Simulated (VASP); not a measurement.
Write the native input for VASP 6.6.1 that does the following.

```yaml
Task: single point
Functional: PBEsol
Potentials_or_basis: VASP PAW PBE potentials, release 64 (Zn, S)
Cutoff: 520 eV
k_mesh: 8 × 8 × 8
Occupations: fermi-dirac, width 0.01 eV
Spin: no spin polarisation
Dipole_correction: no
Further_INCAR_settings: ALGO = Normal; EDIFF = 1e-06; NBANDS = 16
```

The structure of ZnS lies in POSCAR:

```
ZnS
1.0
    0.0000000000      2.7402415815      2.7402415815
    2.7402415815      0.0000000000      2.7402415815
    2.7402415815      2.7402415815      0.0000000000
Zn S
1 1
Direct
    0.0000000000      0.0000000000      0.0000000000
    0.7500000000      0.7500000000      0.7500000000
```

This cell differs from its parent crystal: volume scaled by 1.04.

One way to write it, as run:

INCAR

```
PREC = Accurate ; ENCUT = 520
EDIFF = 1E-6 ; ISMEAR = -1
SIGMA = 0.01 ; LREAL = False
LASPH = True ; NELM = 60
ALGO = Normal ; ISIF = 2
LWAVE = False ; LCHARG = False
GGA = PS ; NBANDS = 16
```

KPOINTS

```
Automatic mesh
0
Gamma
  8 8 8
```

Potentials or basis: VASP PAW PBE potentials, release 64 (Zn, S).

The run is started by

```bash
$ cat potpaw_PBE.64/Zn/POTCAR potpaw_PBE.64/S/POTCAR > POTCAR
$ mpirun -np 1 vasp_std > vasp.out
```

It gave:

* Pressure: -4.5 GPa
* Band gap on the k mesh: 1.80 eV, direct

Caveat: the PAW data sets were made with another functional, which shifts forces and pressure a little.

It took 38 s on 1 thread of Intel Xeon 8259CL, on a shared host, peak memory 0.17 GiB.
